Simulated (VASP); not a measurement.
**Al16Au: single point with PBE+D3(BJ)**

Al16Au, a slab with vacuum:

```
Al Au
1.0
     5.63242    0.00000    0.00000
     0.00000    7.96545    0.00000
     0.00000    0.00000   21.22935
Al Au
16 1
Direct
  0.25000 0.25000 0.18842
  0.25000 0.75000 0.18842
  0.75000 0.25000 0.18842
  0.75000 0.75000 0.18842
  0.00000 0.00000 0.25475
  0.00000 0.50000 0.25475
  0.50000 0.00000 0.25475
  0.50000 0.50000 0.25475
  0.25000 0.25000 0.32410
  0.25000 0.75000 0.32410
  0.75000 0.25000 0.32410
  0.75000 0.75000 0.32410
  0.00000 0.00000 0.38764
  0.00000 0.50000 0.38764
  0.50000 0.00000 0.38764
  0.50000 0.50000 0.38764
  0.25000 0.18750 0.49127
```

```
Program                : VASP 6.6.1
Task                   : single point
Functional             : PBE
Dispersion             : D3(BJ)
Potentials or basis    : VASP PAW PBE potentials, release 64 (Al, Au)
Cutoff                 : 520 eV
k mesh                 : 5 × 4 × 1
Occupations            : gaussian, width 0.1 eV
Spin                   : no spin polarisation
Dipole correction      : yes
Further INCAR settings : LREAL = Auto; ALGO = Normal; EDIFF = 1e-07; NBANDS = 44
```

```yaml
Largest_force: 1.732 eV/Å
Band_gap_on_the_k_mesh: zero (an odd number of electrons rules out a gap without spin polarisation)
Dispersion_energy_per_atom: -0.216 eV
```

Forces on the atoms (eV/Å):
```
Al   0.000 -0.028  0.164
Al   0.000 -0.015  0.136
Al   0.000 -0.017  0.153
Al   0.000 -0.020  0.106
Al  -0.166 -0.033 -0.132
Al  -0.078  0.042 -0.103
Al   0.166 -0.033 -0.132
Al   0.078  0.042 -0.103
Al   0.000  0.039 -0.125
Al   0.000  0.069  0.137
Al   0.000 -0.049 -0.058
Al   0.000  0.031 -0.111
Al   0.065  0.329  0.656
Al   0.038 -0.140  0.220
Al  -0.065  0.329  0.656
Al  -0.038 -0.140  0.220
Au   0.000 -0.406 -1.684
```

Levels at points of the mesh, in eV from the Fermi level:
```csv
k point,band 27,band 28,band 29,band 30,band 31,band 32
"(0.00, 0.00, 0.00)",-0.76,-0.65,-0.58,-0.31,-0.07,0.06
"(0.00, 0.50, 0.00)",-0.87,-0.83,-0.82,-0.24,0.29,0.32
```

Wall time 9.2 min on 1 thread of Intel(R) Xeon(R) 6975P-C (Granite Rapids) (shared host), peak memory 0.86 GiB.

Caveat: spin-orbit coupling is left out, which moves the levels of the heavy elements.
